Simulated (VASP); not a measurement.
YIr2, 6 atoms in the cell. It takes space group Fd-3m (No. 227, cubic). Conventional cell: a = 7.541 Å, b = 7.541 Å, c = 7.541 Å, α = 90.00°, β = 90.00°, γ = 90.00°. Y (site symmetry -43m) has 12 Ir at 3.13 Å and 4 Y at 3.27 Å within 4.1 Å. Within 3.5 Å of Ir (site symmetry -3m) lie 6 Ir at 2.67 Å and 6 Y at 3.13 Å. 

* Program: VASP 6.6.1
* Task: single point
* Functional: r2SCAN
* Potentials or basis: VASP PAW PBE potentials, release 64 (Y_sv, Ir)
* Cutoff: 520 eV
* k mesh: 4 × 4 × 4
* Occupations: fermi-dirac, width 0.1 eV
* Spin: no spin polarisation
* Dipole correction: no
* Further INCAR settings: ALGO = Normal; EDIFF = 1e-06; NBANDS = 38

Potentials or basis: VASP PAW PBE potentials, release 64 (Y_sv, Ir).

Run with:

```bash
$ cat potpaw_PBE.64/Y_sv/POTCAR potpaw_PBE.64/Ir/POTCAR > POTCAR
$ cp INCAR.step1 INCAR
$ mpirun -np 1 vasp_std > vasp.out
$ cp INCAR.step2 INCAR
$ mpirun -np 1 vasp_std > vasp.out
```

Hardware: 1 thread of Intel(R) Xeon(R) Platinum 8488C (Sapphire Rapids), with other jobs on the host.

Question: Estimate the wall time of this run.

Answer: Run time: 3 min on 1 thread of Intel(R) Xeon(R) Platinum 8488C (Sapphire Rapids), on a shared host, peak memory 0.28 GiB. Counts: k points 8.
